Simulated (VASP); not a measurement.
# Ag (P6_3/mmc) in VASP: further runs

The runs below take Ag through single point, relaxation of cell and atoms, with PBEsol.

Everything below comes from runs of VASP 6.6.1. Logs are shortened: lines on timing, memory, paths and dates and some standing lists are left out, and cuts for length are marked.

## Step 1: The cell of the first run

Symmetry: P6_3/mmc, No. 194, hexagonal system. The conventional cell has a = 2.838 Å, b = 2.838 Å, c = 4.719 Å, α = 90.00°, β = 90.00°, γ = 120.00°. Within 3.7 Å of Ag (site symmetry -6m2) lie 12 Ag at 2.84 to 2.87 Å.

This isn't the form of Ag at room conditions, which is fcc.

## Step 2: Single point, PBEsol (biaxial strain in the a-b plane: -1.0 %)

INCAR

```
SYSTEM = Ag
PREC     = Accurate       ! precision mode
ENCUT    = 520            ! plane-wave cutoff, eV
EDIFF    = 1E-6           ! SCF threshold, eV
ISMEAR   = 0              ! smearing method
SIGMA    = 0.1            ! smearing width, eV
LREAL    = .FALSE.        ! projectors in reciprocal space
LASPH    = .TRUE.         ! aspherical terms in the spheres
NELM     = 60             ! most SCF steps
ALGO     = Fast           ! electronic algorithm
ISIF     = 2              ! what is computed and relaxed
LWAVE    = .FALSE.        ! write WAVECAR
LCHARG   = .FALSE.        ! write CHGCAR
GGA      = PS             ! functional
NBANDS   = 18             ! bands
```

KPOINTS

```
regular mesh
0
G
  24 24 12
  0 0 0
```

POSCAR

```
Ag
1.0
    2.8383218606      0.0000000000      0.0000000000
   -1.4191609303      2.4580588354      0.0000000000
    0.0000000000      0.0000000000      4.7189782432
Ag
2
Direct
    0.3333333333      0.6666666667      0.2500000000
    0.6666666667      0.3333333333      0.7500000000
```

Potentials or basis: VASP PAW PBE potentials, release 64 (Ag).

Launch:

```sh
$ cat potpaw_PBE.64/Ag/POTCAR > POTCAR
$ mpirun -np 1 vasp_std > vasp.out
```

OUTCAR:

```text
SYSTEM = Ag
   PREC = Accurate
   ENCUT = 520
   EDIFF = 1E-6
   ISMEAR = 0
   LREAL = .FALSE.
   LASPH = .TRUE.
   NELM = 60
   ISIF = 2
   GGA = PS

 ion  position               nearest neighbor table
   1  0.333  0.667  0.250-   2 2.87   2 2.87   2 2.87   2 2.87   2 2.87   2 2.87
   2  0.667  0.333  0.750-   1 2.87   1 2.87   1 2.87   1 2.87   1 2.87   1 2.87

  LATTYP: Found a hexagonal cell.
 ALAT       =     2.8383218606
 C/A-ratio  =     1.6625944748

  Lattice vectors:

 A1 = (   2.8383218606,   0.0000000000,   0.0000000000)
 A2 = (  -1.4191609303,   2.4580588354,   0.0000000000)
 A3 = (   0.0000000000,   0.0000000000,   4.7189782432)

Analysis of symmetry for initial positions (statically):
=====================================================================
 Subroutine PRICEL returns:
 Original cell was already a primitive cell.

 Routine SETGRP: Setting up the symmetry group for a
 hexagonal supercell.

 Subroutine GETGRP returns: Found 24 space group operations
 (whereof 12 operations were pure point group operations)
 out of a pool of 24 trial point group operations.

The static configuration has the point symmetry D_3d.
 The point group associated with its full space group is D_6h.

Analysis of symmetry for dynamics (positions and initial velocities):
=====================================================================
 Subroutine PRICEL returns:
 Original cell was already a primitive cell.

 Routine SETGRP: Setting up the symmetry group for a
 hexagonal supercell.

 Subroutine GETGRP returns: Found 24 space group operations
 (whereof 12 operations were pure point group operations)
 out of a pool of 24 trial point group operations.

The dynamic configuration has the point symmetry D_3d.
 The point group associated with its full space group is D_6h.

 Subroutine INISYM returns: Found 24 space group operations
 (whereof 12 operations are pure point group operations),
 and found     1 'primitive' translations

----------------------------------------------------------------------------------------

                                     Primitive cell

  volume of cell :      32.9232

  direct lattice vectors                    reciprocal lattice vectors
     2.838321861  0.000000000  0.000000000     0.352320860  0.203412544  0.000000000
    -1.419160930  2.458058835  0.000000000     0.000000000  0.406825087  0.000000000
     0.000000000  0.000000000  4.718978243     0.000000000  0.000000000  0.211910280

  length of vectors
     2.838321861  2.838321861  4.718978243     0.406825087  0.406825087  0.211910280

  position of ions in fractional coordinates (direct lattice)
     0.333333333  0.666666667  0.250000000
     0.666666667  0.333333333  0.750000000

  ion indices of the primitive-cell ions
   primitive index   ion index
                 1           1
                 2           2

----------------------------------------------------------------------------------------

 KPOINTS: regular mesh

Automatic generation of k-mesh.
 Grid dimensions read from file:
 generate k-points for:   24   24   12

 Generating k-lattice:

  Cartesian coordinates                     Fractional coordinates (reciprocal lattice)
     0.014680036  0.008475523  0.000000000     0.041666667 -0.000000000  0.000000000
     0.000000000  0.016951045  0.000000000     0.000000000  0.041666667  0.000000000
     0.000000000  0.000000000  0.017659190     0.000000000  0.000000000  0.083333333

  Length of vectors
     0.016951045  0.016951045  0.017659190

  Shift w.r.t. Gamma in fractional coordinates (k-lattice)
     0.000000000  0.000000000  0.000000000

 Subroutine IBZKPT returns following result:
 ===========================================

 Found    427 irreducible k-points:

 Following reciprocal coordinates:
            Coordinates               Weight
  0.000000  0.000000  0.000000      1.000000
  0.041667 -0.000000  0.000000      6.000000
  0.083333 -0.000000  0.000000      6.000000
  0.125000 -0.000000  0.000000      6.000000
  0.166667 -0.000000  0.000000      6.000000
  0.208333 -0.000000  0.000000      6.000000
[... 16 lines left out ...]
  0.416667  0.041667  0.000000     12.000000
  0.458333  0.041667  0.000000     12.000000
 [... further k-points ...]
   k-points           NKPTS =    427   k-points in BZ     NKDIM =    427   number of bands    NBANDS=     18
   number of dos      NEDOS =    301   number of ions     NIONS =      2
   total plane-waves  NPLWV =  20736
   dimension x,y,z NGX =    24 NGY =   24 NGZ =   36
   dimension x,y,z NGXF=    48 NGYF=   48 NGZF=   72
   ions per type =               2
   NGX,Y,Z   is equivalent  to a cutoff of  14.06, 14.06, 12.68 a.u.
   NGXF,Y,Z  is equivalent  to a cutoff of  28.11, 28.11, 25.37 a.u.
 SYSTEM =  Ag
   PREC   = accura    normal or accurate (medium, high low for compatibility)
   ISTART =      0    job   : 0-new  1-cont  2-samecut
   ICHARG =      2    charge: 1-file 2-atom 10-const
   ISPIN  =      1    spin polarized calculation?
   LNONCOLLINEAR =      F non collinear calculations
   LSORBIT =      F    spin-orbit coupling
   LASPH  =      T    aspherical Exc in radial PAW
   ENCUT  =  520.0 eV  38.22 Ry    6.18 a.u.   5.28  5.28  8.77*2*pi/ulx,y,z
   NELM   =     60;   NELMIN=  2; NELMDL= -5     # of ELM steps
   EDIFF  = 0.1E-05   stopping-criterion for ELM
   LREAL  =      F    real-space projection
   EDIFFG = 0.1E-04   stopping-criterion for IOM
   NSW    =      0    number of steps for IOM
   IBRION =     -1    ionic relax: 0-MD 1-quasi-New 2-CG
   NFREE  =      0    steps in history (QN), initial steepest desc. (CG)
   ISIF   =      2    stress and relaxation
   ISYM   =      2    0-nonsym 1-usesym 2-fastsym
   POTIM  = 0.5000    time-step for ionic-motion
   TEBEG  =    0.0;   TEEND  =   0.0 temperature during run
   PSTRESS=    0.0 pullay stress
   NELECT =      22.0000    total number of electrons
   NUPDOWN=      -1.0000    fix difference up-down
   EMIN   =  10.00;   EMAX   =-10.00  energy-range for DOS
   EFERMI =   0.00;   METHOD = LEGACY
   ISMEAR =     0;   SIGMA  =   0.10  broadening in eV -4-tet -1-fermi 0-gaus
   EFERMI_NEDOS =   21; number of points for ismear=-14 and -15
   IALGO  =     68    algorithm
   IMIX   =      4    mixing-type and parameters
     AMIX     =   0.40;   BMIX     =  1.00
     AMIX_MAG =   1.60;   BMIX_MAG =  1.00
  volume/ion in A,a.u.               =      16.46       111.09
  Fermi-wavevector in a.u.,A,eV,Ry     =   1.431249  2.704668 27.871164  2.048473
  Thomas-Fermi vector in A             =   2.551006
   LORBIT       =      0    0 simple, 1 ext, 2 COOP (PROOUT), +10 PAW based schemes
   GGA     = PS    functional components
   LHFCALC =     F    Hartree Fock is set to
   AEXX    =    0.0000 exact exchange contribution
   IVDW    =     0    specifies the selected vdW correction
   LEPSILON=     F    determine dielectric tensor
   LRPA    =     F    only Hartree local field effects (RPA)
 non-spin polarized calculation
 RMM-DIIS sequential band-by-band and
 Gauss-broadening in eV      SIGMA  =   0.10
  energy-cutoff  :      520.00
  volume of cell :       32.92
 maximum number of plane-waves:       901
 NGX is ok and might be reduce to    24
   NGX = 11   NGY = 11   NGZ = 17

 number of electron      22.0000002 magnetization

 Free energy of the ion-electron system (eV)
  ---------------------------------------------------
  ext. energy  EPLUGINS =         0.00000000
  ---------------------------------------------------
  free energy    TOTEN  =        -6.60648373 eV

  energy without entropy =       -6.60375741  energy(sigma->0) =       -6.60512057

 E-fermi :   8.7570     XC(G=0): -12.6221

 val. band max:        8.7453581271   @ k =   0.4583   0.0417   0.2500
 cond. band min:       8.7678664965   @ k =   0.2500  -0.0000   0.2500
 fundamental gap:      0.0225083694
 Fermi energy:         8.7570184714

 k-point     1 :       0.0000    0.0000    0.0000
  band No.  band energies     occupation
      1       0.6347      2.00000
      2       2.0901      2.00000
      3       3.7410      2.00000
      4       3.9169      2.00000
      5       3.9169      2.00000
      6       4.1576      2.00000
[... 10 lines left out ...]
     17      27.6748      0.00000
     18      27.6748      0.00000

 k-point     2 :       0.0417   -0.0000    0.0000
  band No.  band energies     occupation
      1       0.6854      2.00000
      2       2.1220      2.00000
      3       3.7199      2.00000
      4       3.9354      2.00000
      5       3.9450      2.00000
      6       4.1451      2.00000
[... 10 lines left out ...]
     17      27.2210      0.00000
     18      27.5798      0.00000

 k-point     3 :       0.0833   -0.0000    0.0000
  band No.  band energies     occupation
      1       0.8354      2.00000
      2       2.2131      2.00000
      3       3.6627      2.00000
      4       3.9847      2.00000
      5       4.0282      2.00000
      6       4.1161      2.00000
[... 10 lines left out ...]
     17      26.3289      0.00000
     18      27.7340      0.00000

 k-point     4 :       0.1250   -0.0000    0.0000
  band No.  band energies     occupation
      1       1.0768      2.00000
      2       2.3480      2.00000
      3       3.5853      2.00000
      4       4.0051      2.00000
      5       4.1402      2.00000
      6       4.1633      2.00000
[... 10 lines left out ...]
     17      26.5266      0.00000
     18      27.8046      0.00000

 k-point     5 :       0.1667   -0.0000    0.0000
  band No.  band energies     occupation
      1       1.3929      2.00000
      2       2.4949      2.00000
      3       3.5178      2.00000
      4       3.9576      2.00000
      5       4.0765      2.00000
      6       4.2775      2.00000
[... 10 lines left out ...]
     17      26.5920      0.00000
     18      26.7608      0.00000

 k-point     6 :       0.2083   -0.0000    0.0000
  band No.  band energies     occupation
      1       1.7514      2.00000
      2       2.5994      2.00000
      3       3.5117      2.00000
      4       3.7710      2.00000
      5       3.9158      2.00000
      6       4.3074      2.00000
[... 10 lines left out ...]
     17      25.4550      0.00000
     18      26.7782      0.00000

 k-point     7 :       0.2500   -0.0000    0.0000
  band No.  band energies     occupation
      1       2.0920      2.00000
      2       2.6146      2.00000
      3       3.4707      2.00000
      4       3.6196      2.00000
      5       3.9166      2.00000
      6       4.2129      2.00000
[... 10 lines left out ...]
     17      25.0898      0.00000
     18      26.5306      0.00000

 k-point     8 :       0.2917   -0.0000    0.0000
  band No.  band energies     occupation
      1       2.3265      2.00000
      2       2.5667      2.00000
      3       3.2006      2.00000
      4       3.8451      2.00000
      5       3.9759      2.00000
      6       4.1235      2.00000
[... 10 lines left out ...]
     17      23.9684      0.00000
     18      26.0913      0.00000
[... 229 lines left out ...]
     17      24.6780      0.00000
     18      26.2103      0.00000

 k-point    20 :       0.2917    0.0417    0.0000
  band No.  band energies     occupation
      1       2.4109      2.00000
      2       2.5717      2.00000
      3       3.0787      2.00000
      4       3.9347      2.00000
      5       4.0279      2.00000
      6       4.0474      2.00000
[... 10 lines left out ...]
     17      23.2817      0.00000
     18      25.7394      0.00000

 k-point    21 :       0.3333    0.0417    0.0000
  band No.  band energies     occupation
      1       2.3737      2.00000
      2       2.5796      2.00000
      3       2.8757      2.00000
      4       3.9820      2.00000
      5       4.1336      2.00000
      6       4.2388      2.00000
[... 10 lines left out ...]
     17      21.8342      0.00000
     18      25.3112      0.00000

 k-point    22 :       0.3750    0.0417    0.0000
  band No.  band energies     occupation
      1       2.2955      2.00000
      2       2.5764      2.00000
      3       2.7210      2.00000
      4       3.9322      2.00000
      5       4.1958      2.00000
      6       4.2336      2.00000
[... 10 lines left out ...]
     17      20.7655      0.00000
     18      24.9709      0.00000

 k-point    23 :       0.4167    0.0417    0.0000
  band No.  band energies     occupation
      1       2.2335      2.00000
      2       2.5603      2.00000
      3       2.6168      2.00000
      4       3.8990      2.00000
      5       4.1439      2.00000
      6       4.3083      2.00000
[... 10 lines left out ...]
     17      19.9296      0.00000
     18      24.7377      0.00000

 k-point    24 :       0.4583    0.0417    0.0000
  band No.  band energies     occupation
      1       2.2004      2.00000
      2       2.5482      2.00000
      3       2.5644      2.00000
      4       3.8825      2.00000
      5       4.1169      2.00000
      6       4.3479      2.00000
[... 10 lines left out ...]
     17      19.4796      0.00000
     18      24.6195      0.00000

 [... further k-points ...]
[... 5 lines left out ...]
  --------------------------------------------------------------------------------------
  -------------------------------------------------------------------------------------
  Total        0.3884323      0.3884323      0.0576850      0.0000000      0.0000000      0.0000000
  in kB       18.9027061     18.9027061      2.8071882      0.0000000      0.0000000      0.0000000
  external PRESSURE =      13.5375334 kB  Pullay stress =       0.0000000 kB

 VOLUME and BASIS-vectors are now :
 -----------------------------------------------------------------------------
  energy-cutoff  :      520.00
  volume of cell :       32.92
      direct lattice vectors                 reciprocal lattice vectors
     2.838321861  0.000000000  0.000000000     0.352320860  0.203412544  0.000000000
    -1.419160930  2.458058835  0.000000000     0.000000000  0.406825087  0.000000000
     0.000000000  0.000000000  4.718978243     0.000000000  0.000000000  0.211910280

 POSITION                                       TOTAL-FORCE (eV/Angst)
 -----------------------------------------------------------------------------------
     -0.00000      1.63871      1.17974         0.000000      0.000000     -0.000000
      1.41916      0.81935      3.53923        -0.000000      0.000000      0.000000
 -----------------------------------------------------------------------------------
    total drift:                               -0.000000      0.000000     -0.000000

  FREE ENERGIE OF THE ION-ELECTRON SYSTEM (eV)
  ---------------------------------------------------
  free  energy   TOTEN  =        -6.6064837350 eV

  energy  without entropy=       -6.6037574143  energy(sigma->0) =       -6.60512057
```

It took 2.2 min on 1 thread of AMD EPYC 9R45 (Zen 5), shared host; peak memory 0.28 GiB.

Results:

```yaml
Free_energy: -6.6065 eV
Pressure: 1.4 GPa
Band_gap_on_the_k_mesh: zero (bands 11 and 12 overlap by 7.66 eV)
```

Stress tensor (GPa, compression positive):
```
1.89 0.00 0.00
0.00 1.89 0.00
0.00 0.00 0.28
```

Levels at points of the mesh, in eV from the Fermi level:
```csv
k point,band 7,band 8,band 9,band 10,band 11,band 12,band 13,band 14,band 15,band 16
"(0.00, 0.00, 0.00)",-4.60,-4.14,-4.14,-3.12,-3.12,-0.72,3.50,15.82,17.32,18.03
"(0.50, 0.00, 0.00)",-3.90,-2.94,-2.92,-2.79,0.09,1.66,6.88,7.15,9.55,10.52
"(0.00, 0.00, 0.50)",-4.76,-4.76,-3.45,-3.45,-3.45,-3.45,10.97,10.97,16.19,16.19
"(0.50, 0.00, 0.50)",-3.18,-3.18,-2.84,-2.84,0.66,0.66,4.79,4.79,13.96,13.96
```

Caveat: the cell differs from its parent crystal (biaxial strain in the a-b plane: -1.0 %); the PAW data sets were made with another functional, which shifts forces and pressure a little.

## Step 3: Single point, PBEsol (biaxial strain in the a-b plane: -1.0 %, then relaxed in part)

INCAR

```
SYSTEM = Ag
PREC = Accurate
ENCUT = 520
EDIFF = 1E-6
ISMEAR = 0
SIGMA = 0.1
LREAL = .False.
LASPH = .True.
NELM = 60
ALGO = Fast
ISIF = 2
LWAVE = .False.
LCHARG = .False.
GGA = PS
NBANDS = 18
```

KPOINTS

```
regular mesh
0
Gamma
  24 24 12
  0 0 0
```

Changes to POSCAR since step 2:

```diff
@@ -4,3 +4,3 @@
    -1.4191609303      2.4580588354      0.0000000000
-    0.0000000000      0.0000000000      4.7189782432
+    0.0000000000      0.0000000000      4.7330882423
 Ag
```

Potentials or basis: VASP PAW PBE potentials, release 64 (Ag).

Launch:

```sh
$ cat potpaw_PBE.64/Ag/POTCAR > POTCAR
$ mpirun -np 1 vasp_std > vasp.out
```

Wall time 2.2 min (1 thread of AMD EPYC 9R45 (Zen 5), shared host); peak memory 0.29 GiB.

Results (log left out):

```yaml
Free_energy: -6.6066 eV
Pressure: 1.0 GPa
Band_gap_on_the_k_mesh: zero (bands 11 and 12 overlap by 7.66 eV)
```

Stress tensor (GPa, compression positive):
```
 1.66  0.00  0.00
 0.00  1.66  0.00
 0.00  0.00 -0.31
```

Levels at points of the mesh, in eV from the Fermi level:
```csv
k point,band 9,band 10,band 11,band 12,band 13,band 14
"(0.00, 0.00, 0.00)",-4.12,-3.12,-3.12,-0.73,3.44,15.83
"(0.50, 0.00, 0.00)",-2.92,-2.79,0.10,1.67,6.85,7.12
"(0.00, 0.00, 0.50)",-3.45,-3.45,-3.45,-3.45,10.88,10.88
"(0.50, 0.00, 0.50)",-2.84,-2.84,0.66,0.66,4.78,4.78
```

Caveat: the cell differs from its parent crystal (biaxial strain in the a-b plane: -1.0 %, then relaxed in part); the PAW data sets were made with another functional, which shifts forces and pressure a little.

(Continued in part 2 of 2.)

The gap in the log of VASP goes by the Fermi energy; the results here count the filled bands.